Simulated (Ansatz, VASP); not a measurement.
**Ga2GeO in VASP and in Ansatz**

INCAR

```
SYSTEM = Ga2GeO
  PREC = Accurate
  ENCUT = 600
  EDIFF = 1E-7
  ISMEAR = 0
  SIGMA = 0.1
  LREAL = .False.
  LASPH = .True.
  NELM = 120
  ALGO = Normal
  ISIF = 3
  LWAVE = .False.
  LCHARG = .False.
  GGA = PE
  IBRION = 2
  NSW = 100
  EDIFFG = -0.01
  GGA_COMPAT = .False.
  NELMIN = 4
```

The input KPOINTS:

```
Automatic mesh
0
Gamma
  14 14 10
  0 0 0
```

The input POSCAR:

```
Ga2GeO
1.0
    3.5822631725      0.0000000000      0.0000000000
    0.0000000000      3.5822631725      0.0000000000
    0.0000000000      0.0000000000      4.8977637599
Ga Ge O
2 1 1
Direct
    0.0000000000      0.0000000000      0.5000000000
    0.5000000000      0.5000000000      0.0000000000
    0.0000000000      0.0000000000      0.0000000000
    0.5000000000      0.5000000000      0.5000000000
```

Input for Ansatz:

```yaml
crystal:
  lattice:
    - [3.5822631725, 0.0, 0.0]
    - [0.0, 3.5822631725, 0.0]
    - [0.0, 0.0, 4.8977637599]
  atoms:
    - { symbol: Ga, position: [0.0, 0.0, 0.5] }
    - { symbol: Ga, position: [0.5, 0.5, 0.0] }
    - { symbol: Ge, position: [0.0, 0.0, 0.0] }
    - { symbol: O, position: [0.5, 0.5, 0.5] }
basis:
  ecutwfc: 420
kpoints:
  mp_grid: { grid: [14, 14, 10] }
hamiltonian:
  xc: pbe
scf:
  occupations: { method: gaussian, width: 0.1 }
output:
  forces: true
  stress: true
  eigenvalues: true
  write_density: true
  write_potential: true
  elf: true
  volumetric_format: npy
relax:
  adjacent_minimum: "off"
  f_tol: 0.01
  max_steps: 80
  cell: { stress_tol: 0.05 }
```

Change from the starting cell: species swapped into the HfTiN2 type (P4/mmm, No. 123).

Alike in both runs: task relaxation of cell and atoms; functional PBE; k mesh 14 × 14 × 10; occupations gaussian, width 0.1 eV; no spin polarisation.

|  | VASP | Ansatz |
| --- | --- | --- |
| version | VASP 6.6.1 | Ansatz 0.2.0 |
| potentials or method | VASP PAW PBE potentials, release 64 (Ga_d, Ge_d, O), cutoff 600 eV | scalar-relativistic, plane waves, PAW |
| valence electrons in the cell | 46 | 46 |

|  | VASP | Ansatz | Ansatz less VASP |
| --- | --- | --- | --- |
| gap on the k mesh at the Fermi level, each at its own relaxed structure (eV) | none | none | - |
| relaxed volume (Å³/atom) | 15.72 | 15.72 | -0.003 |
| relaxed length of the cell vector where the two differ most in proportion (Å) | 4.925 | 4.923 | -0.0021 |

A gap of «none» marks a metal or a gap that the smearing closes.
